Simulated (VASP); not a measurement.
Runs of VASP 6.6.1 on Cu. The structure is that of space group P6_3/mmc (No. 194), or close to it. The cells are those of the table. 

| cell | gap on the mesh (eV) | pressure (GPa) |
| --- | --- | --- |
| a = 2.632, b = 2.632, c = 4.271 Å, angles 90.0, 90.0, 120.0°, 2 atoms | none | -13.4 |
| a = 2.534, b = 2.534, c = 4.113 Å, angles 90.0, 90.0, 120.0°, 2 atoms | none | (b) |
| a = 2.567, b = 2.567, c = 4.167 Å, angles 90.0, 90.0, 120.0°, 2 atoms | none | -5.1 |
| a = 2.428, b = 2.428, c = 3.941 Å, angles 90.0, 90.0, 120.0°, 2 atoms | none | 29.6 |
| a = 2.500, b = 2.500, c = 4.057 Å, angles 90.0, 90.0, 120.0°, 2 atoms | none | 8.1 |
| a = 2.465, b = 2.465, c = 4.000 Å, angles 90.0, 90.0, 120.0°, 2 atoms | none | 17.6 |
| a = 2.600, b = 2.600, c = 4.219 Å, angles 90.0, 90.0, 120.0°, 2 atoms | none | (a) |

Alike in all rows: task single point; level r2SCAN; potentials or basis VASP PAW PBE potentials, release 64 (Cu); no spin polarisation; k mesh 13 × 13 × 7; cutoff (eV) 520; smearing methfessel-paxton 0.05 eV.

Problem. Fill in the values left out.

Solution. (a) -9.7; (b) 0.8.

Caveats: the PAW data sets were made with another functional, which shifts forces and pressure a little.

A gap of «none» marks levels without a gap at the run's occupations.
